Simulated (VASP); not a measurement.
# Ca8F15 (a cell with a defect) in VASP: single point with PBE

Aim: the single point of Ca8F15 (a cell with a defect) with PBE.

Program: VASP 6.6.1. These are calculated values, not measurements. Logs are shortened: lines on timing, memory, paths and dates and some standing lists are left out, and cuts for length are marked.

## Step 1: The cell of the first run

The cell holds a defect, 23 atoms: a = 7.726 Å, b = 7.726 Å, c = 7.726 Å, α = 60.00°, β = 60.00°, γ = 60.00°.

## Step 2: Single point, PBE, collinear spin

The input, INCAR:

```
PREC     = Accurate       # precision mode
ENCUT    = 520            # plane-wave cutoff, eV
EDIFF    = 1E-6           # SCF threshold, eV
ISMEAR   = 0              # smearing method
SIGMA    = 0.02           # smearing width, eV
LREAL    = F              # projectors in reciprocal space
LASPH    = T              # aspherical terms in the spheres
NELM     = 200            # most SCF steps
ALGO     = Normal         # electronic algorithm
ISIF     = 2              # what is computed and relaxed
LWAVE    = F              # write WAVECAR
LCHARG   = F              # write CHGCAR
ISPIN    = 2              # spin polarisation
MAGMOM   = 0 0 0 0 0 0 0 0 0.08 0.08 0.08 0.08 0 0 0.08 0.08 0.08 0.08 0.05 0.08 0.08 0.08 0.08 # initial moments
LORBIT   = 11             # projections on sites
GGA      = PE             # functional
NBANDS   = 114            # bands
NELECT   = 183.0        
GGA_COMPAT= F            
KPAR     = 2            
NCORE    = 2
```

The input, KPOINTS:

```
regular mesh
0
Gamma
  2 2 2
```

The input, POSCAR:

```
Ca8F15
1.0
    0.0000000000      5.4632090000      5.4632090000
    5.4632090000      0.0000000000      5.4632090000
    5.4632090000      5.4632090000      0.0000000000
Ca F
8 15
Direct
   -0.0045046785      0.0096578769     -0.0034935511
    0.0089890392     -0.0102924856      0.4997365102
    0.0005372300      0.4996378502     -0.0017475077
    0.0005381453      0.4996380333      0.4997337645
    0.5010930389     -0.0009148469      0.0240909692
    0.5011108856     -0.0009312292      0.4737736557
    0.5104652778      0.4911875969     -0.0017408267
    0.4905145492      0.5046811315      0.5014879533
    0.1317447310      0.1162003870      0.1211249652
    0.3839374441      0.3684824249      0.3768784061
    0.1316941197      0.1162394666      0.6291200831
    0.3839724968      0.3684310814      0.8688975655
    0.1396281929      0.6402910817      0.1091202991
    0.3708399221      0.8667651192      0.3802711923
    0.1231417286      0.6214411713      0.6267834527
    0.4869744138      1.0132110999      0.7492036274
    0.6334071239      0.1293328701      0.1177034413
    0.8598834495      0.3605463382      0.3888652255
    0.8787348242      0.3770340838      0.8711899911
    0.6162594182      0.6320735670      0.1180452734
    0.8681470908      0.8838786874      0.3799620333
    0.6162957522      0.6320291792      0.6318141041
    0.8681018793      0.8839163942      0.8662017140
```

Potentials or basis: VASP PAW PBE potentials, release 64 (Ca_sv, F).

On the command line:

```sh
$ cat potpaw_PBE.64/Ca_sv/POTCAR potpaw_PBE.64/F/POTCAR > POTCAR
$ mpirun -np 4 vasp_std > vasp.out
```

OUTCAR:

```text
PREC = Accurate
   ENCUT = 520
   EDIFF = 1E-6
   ISMEAR = 0
   LREAL = F
   LASPH = T
   NELM = 200
   ISIF = 2
   ISPIN = 2
   LORBIT = 11
   GGA = PE
   NELECT = 183.0

 ion  position               nearest neighbor table
   1  0.995  0.010  0.997-  17 2.28  19 2.32  11 2.32   9 2.32  13 2.33  23 2.42  21 2.42
   2  0.009  0.990  0.500-  14 2.28  21 2.32  23 2.32  15 2.32  18 2.35   9 2.39  11 2.39
   3  0.001  0.500  0.998-  19 2.34  15 2.34  12 2.42   9 2.42  20 2.42  23 2.42  13 2.47  18 2.47

   4  0.001  0.500  0.500-  19 2.34  15 2.34  11 2.42  10 2.42  21 2.42  22 2.42  13 2.47  18 2.47

   5  0.501  0.999  0.024-  16 2.13  17 2.25  14 2.25  23 2.33  20 2.33  12 2.34   9 2.34
   6  0.501  0.999  0.474-  16 2.13  17 2.25  14 2.25  21 2.33  22 2.33  10 2.34  11 2.34
   7  0.510  0.491  0.998-  17 2.28  22 2.32  20 2.32  19 2.32  13 2.35  12 2.39  10 2.39
   8  0.491  0.505  0.501-  14 2.28  15 2.32  10 2.32  12 2.32  18 2.33  20 2.42  22 2.42
   9  0.132  0.116  0.121-   1 2.32   5 2.34   2 2.39   3 2.42
  10  0.384  0.368  0.377-   8 2.32   6 2.34   7 2.39   4 2.42
  11  0.132  0.116  0.629-   1 2.32   6 2.34   2 2.39   4 2.42
  12  0.384  0.368  0.869-   8 2.32   5 2.34   7 2.39   3 2.42
  13  0.140  0.640  0.109-   1 2.33   7 2.35   3 2.47   4 2.47
  14  0.371  0.867  0.380-   6 2.25   5 2.25   2 2.28   8 2.28
  15  0.123  0.621  0.627-   8 2.32   2 2.32   4 2.34   3 2.34
  16  0.487  0.013  0.749-   5 2.13   6 2.13
  17  0.633  0.129  0.118-   6 2.25   5 2.25   7 2.28   1 2.28
  18  0.860  0.361  0.389-   8 2.33   2 2.35   3 2.47   4 2.47
  19  0.879  0.377  0.871-   1 2.32   7 2.32   4 2.34   3 2.34
  20  0.616  0.632  0.118-   7 2.32   5 2.33   8 2.42   3 2.42
  21  0.868  0.884  0.380-   2 2.32   6 2.33   1 2.42   4 2.42
  22  0.616  0.632  0.632-   7 2.32   6 2.33   8 2.42   4 2.42
  23  0.868  0.884  0.866-   2 2.32   5 2.33   1 2.42   3 2.42

  LATTYP: Found a face centered cubic cell.
 ALAT       =    10.9264180000

  Lattice vectors:

 A1 = (   0.0000000000,   5.4632090000,   5.4632090000)
 A2 = (   5.4632090000,   0.0000000000,   5.4632090000)
 A3 = (   5.4632090000,   5.4632090000,   0.0000000000)

Analysis of symmetry for initial positions (statically):
=====================================================================
 Subroutine PRICEL returns:
 Original cell was already a primitive cell.

 Routine SETGRP: Setting up the symmetry group for a
 face centered cubic supercell.

 Subroutine GETGRP returns: Found  1 space group operations
 (whereof  1 operations were pure point group operations)
 out of a pool of 48 trial point group operations.

The static configuration has the point symmetry C_1 .

Analysis of symmetry for dynamics (positions and initial velocities):
=====================================================================
 Subroutine PRICEL returns:
 Original cell was already a primitive cell.

 Routine SETGRP: Setting up the symmetry group for a
 face centered cubic supercell.

 Subroutine GETGRP returns: Found  1 space group operations
 (whereof  1 operations were pure point group operations)
 out of a pool of 48 trial point group operations.

The dynamic configuration has the point symmetry C_1 .

Analysis of structural, dynamic, and magnetic symmetry:
=====================================================================
 Subroutine PRICEL returns:
 Original cell was already a primitive cell.

 Routine SETGRP: Setting up the symmetry group for a
 face centered cubic supercell.

 Subroutine GETGRP returns: Found  1 space group operations
 (whereof  1 operations were pure point group operations)
 out of a pool of 48 trial point group operations.

The overall configuration has the point symmetry C_1 .

 Subroutine INISYM returns: Found  1 space group operations
 (whereof  1 operations are pure point group operations),
 and found     1 'primitive' translations

----------------------------------------------------------------------------------------

                                     Primitive cell

  volume of cell :     326.1170

  direct lattice vectors                    reciprocal lattice vectors
     0.000000000  5.463209000  5.463209000    -0.091521302  0.091521302  0.091521302
     5.463209000  0.000000000  5.463209000     0.091521302 -0.091521302  0.091521302
[... 99 lines left out ...]
   NGXF,Y,Z  is equivalent  to a cutoff of  25.82, 25.82, 25.82 a.u.
 SYSTEM =  unknown system
   PREC   = accura    normal or accurate (medium, high low for compatibility)
   ISTART =      0    job   : 0-new  1-cont  2-samecut
   ICHARG =      2    charge: 1-file 2-atom 10-const
   ISPIN  =      2    spin polarized calculation?
   LNONCOLLINEAR =      F non collinear calculations
   LSORBIT =      F    spin-orbit coupling
   LASPH  =      T    aspherical Exc in radial PAW
   ENCUT  =  520.0 eV  38.22 Ry    6.18 a.u.  14.37 14.37 14.37*2*pi/ulx,y,z
   NELM   =    200;   NELMIN=  2; NELMDL= -5     # of ELM steps
   EDIFF  = 0.1E-05   stopping-criterion for ELM
   LREAL  =      F    real-space projection
   EDIFFG = 0.1E-04   stopping-criterion for IOM
   NSW    =      0    number of steps for IOM
   IBRION =     -1    ionic relax: 0-MD 1-quasi-New 2-CG
   NFREE  =      0    steps in history (QN), initial steepest desc. (CG)
   ISIF   =      2    stress and relaxation
   ISYM   =      2    0-nonsym 1-usesym 2-fastsym
   POTIM  = 0.5000    time-step for ionic-motion
   TEBEG  =    0.0;   TEEND  =   0.0 temperature during run
   PSTRESS=    0.0 pullay stress
   NELECT =     183.0000    total number of electrons
   NUPDOWN=      -1.0000    fix difference up-down
   EMIN   =  10.00;   EMAX   =-10.00  energy-range for DOS
   EFERMI =   0.00;   METHOD = LEGACY
   ISMEAR =     0;   SIGMA  =   0.02  broadening in eV -4-tet -1-fermi 0-gaus
   EFERMI_NEDOS =   21; number of points for ismear=-14 and -15
   IALGO  =     38    algorithm
   IMIX   =      4    mixing-type and parameters
     AMIX     =   0.40;   BMIX     =  1.00
     AMIX_MAG =   1.60;   BMIX_MAG =  1.00
  volume/ion in A,a.u.               =      14.18        95.68
  Fermi-wavevector in a.u.,A,eV,Ry     =   1.350312  2.551719 24.808072  1.823342
  Thomas-Fermi vector in A             =   2.477827
   LORBIT       =     11    0 simple, 1 ext, 2 COOP (PROOUT), +10 PAW based schemes
   GGA     = PE    functional components
   LHFCALC =     F    Hartree Fock is set to
   AEXX    =    0.0000 exact exchange contribution
   IVDW    =     0    specifies the selected vdW correction
   LEPSILON=     F    determine dielectric tensor
   LRPA    =     F    only Hartree local field effects (RPA)
 spin polarized calculation
 Gauss-broadening in eV      SIGMA  =   0.02
  energy-cutoff  :      520.00
  volume of cell :      326.12
 maximum number of plane-waves:      8801
 NGX is ok and might be reduce to    60
   NGX = 29   NGY = 29   NGZ = 29

 number of electron     183.0000001 magnetization       0.5258099

 Free energy of the ion-electron system (eV)
  ---------------------------------------------------
  ext. energy  EPLUGINS =         0.00000000
  ---------------------------------------------------
  free energy    TOTEN  =      -133.51499980 eV

  energy without entropy =     -133.50997425  energy(sigma->0) =     -133.51248702

 E-fermi :  -1.4363     XC(G=0):  -9.3216

 val. band max:       -1.4461536750   @ k =   0.0000   0.0000   0.0000
 cond. band min:      -1.4356453143   @ k =   0.0000   0.5000   0.5000
 fundamental gap:      0.0105083607
 Fermi energy:        -1.4362553054

 spin component 1

 k-point     1 :       0.0000    0.0000    0.0000
  band No.  band energies     occupation
      1     -37.1702      1.00000
      2     -37.1567      1.00000
      3     -37.1069      1.00000
      4     -37.1061      1.00000
      5     -37.0667      1.00000
      6     -37.0632      1.00000
[... 837 lines left out ...]
    102       8.1306      0.00000
    103       8.1800      0.00000
 Fermi energy:        -1.4362553054

 spin component 2

 k-point     1 :       0.0000    0.0000    0.0000
  band No.  band energies     occupation
      1     -37.1711      1.00000
      2     -37.1577      1.00000
      3     -37.1076      1.00000
      4     -37.1067      1.00000
      5     -37.0674      1.00000
      6     -37.0639      1.00000
[... 837 lines left out ...]
    102       8.1330      0.00000
    103       8.1836      0.00000
 [bands above 103 left out]

------------------------ aborting loop because EDIFF is reached ----------------------------------------

  FORCE on cell =-STRESS in cart. coord.  units (eV):
  Direction    XX          YY          ZZ          XY          YZ          ZX
  --------------------------------------------------------------------------------------
  -------------------------------------------------------------------------------------
  Total       -3.1589995     -3.1558431     -8.4266180      1.8572022      0.0001254     -0.0000121
  in kB      -15.5198204    -15.5043138    -41.3990571      9.1242321      0.0006158     -0.0000596
  external PRESSURE =     -24.1410638 kB  Pullay stress =       0.0000000 kB

 VOLUME and BASIS-vectors are now :
 -----------------------------------------------------------------------------
  energy-cutoff  :      520.00
  volume of cell :      326.12
      direct lattice vectors                 reciprocal lattice vectors
     0.000000000  5.463209000  5.463209000    -0.091521302  0.091521302  0.091521302
     5.463209000  0.000000000  5.463209000     0.091521302 -0.091521302  0.091521302
     5.463209000  5.463209000  0.000000000     0.091521302  0.091521302 -0.091521302

 POSITION                                       TOTAL-FORCE (eV/Angst)
 -----------------------------------------------------------------------------------
      5.49689     10.88272      5.49136        -0.023190      0.024644     -0.000215
      8.13714      2.77927      5.45609         0.024987     -0.025812      0.000169
      8.18329      5.45660      2.73256         0.030744      0.032799     -0.000029
      5.45978      2.73309      2.73257        -0.031804     -0.031776     -0.000041
      5.58982      2.86919      8.19579         0.011641      0.006863     -0.000196
      8.04645      5.32600      8.19580         0.017941      0.011978     -0.000222
[... 15 lines left out ...]
      6.90464      6.81868      6.81986        -0.012693     -0.003345     -0.002427
      9.56126      9.47486      9.57164        -0.000204      0.014200      0.003691
 -----------------------------------------------------------------------------------
    total drift:                               -0.000494      0.000763     -0.000029

  FREE ENERGIE OF THE ION-ELECTRON SYSTEM (eV)
  ---------------------------------------------------
  free  energy   TOTEN  =      -133.5149997991 eV

  energy  without entropy=     -133.5099742460  energy(sigma->0) =     -133.51248702

 total charge

# of ion       s       p       d       tot
------------------------------------------
    1        2.018   5.864   0.202   8.083
    2        2.019   5.865   0.205   8.089
    3        2.014   5.857   0.177   8.048
    4        2.014   5.857   0.177   8.049
    5        2.026   5.880   0.251   8.157
    6        2.026   5.880   0.250   8.156
[... 15 lines left out ...]
   22        1.736   4.348   0.000   6.083
   23        1.736   4.347   0.000   6.083
--------------------------------------------------
tot         42.182 112.309   1.670 156.160

 magnetization (x)

# of ion       s       p       d       tot
------------------------------------------
    1       -0.000   0.000  -0.001  -0.001
    2       -0.000   0.000  -0.001  -0.001
    3       -0.000  -0.000  -0.001  -0.001
    4       -0.000  -0.000  -0.001  -0.001
    5       -0.000   0.000  -0.000  -0.000
    6       -0.000   0.000  -0.000  -0.000
[... 15 lines left out ...]
   22        0.000   0.066   0.000   0.066
   23        0.000   0.066   0.000   0.066
--------------------------------------------------
tot          0.001   0.483  -0.005   0.480
```

Run time: 7.5 min. Hardware: 4 MPI ranks of Intel Xeon Platinum 8259CL at 2.50GHz (Skylake/Cascade Lake), shared host; peak memory 0.53 GiB.

What came out:

```yaml
Free_energy: -133.5150 eV
Largest_force: 0.045 eV/Å
Net_moment: 0.53 μB per cell
Site_moments: Ca -0.00; F +0.06, -0.01, +0.01, +0.03, -0.10, +0.07 (each value once) μB
Valence_electrons_inside_the_program's_atomic_spheres: Ca 8.08, 8.09, 8.05, 8.16 (each value once); F 6.08, 6.09, 6.13, 6.11 (each value once)
```

Forces in eV/Å, atoms in the order of the input:
```
Ca  -0.023  0.025  0.000
Ca   0.025 -0.026  0.000
Ca   0.031  0.033  0.000
Ca  -0.032 -0.032  0.000
Ca   0.012  0.007  0.000
Ca   0.018  0.012  0.000
Ca   0.025 -0.026  0.000
Ca  -0.023  0.025  0.000
F    0.011 -0.002 -0.002
F   -0.001 -0.008  0.000
F   -0.001 -0.008 -0.001
F    0.011 -0.002  0.002
F   -0.001  0.000 -0.010
F    0.003 -0.002 -0.028
F    0.004 -0.003 -0.008
F   -0.038 -0.011  0.000
F    0.003 -0.002  0.028
F   -0.001  0.000  0.010
F    0.004 -0.003  0.007
F    0.000  0.014 -0.004
F   -0.013 -0.003  0.002
F   -0.013 -0.003 -0.002
F    0.000  0.014  0.004
```

Caveat: the k points lie up to 0.50 Å⁻¹ apart; the cell carries a net charge on a neutralising background, which shifts energy and pressure; the cell is charged against a uniform background, so pressure and absolute levels hang on convention.
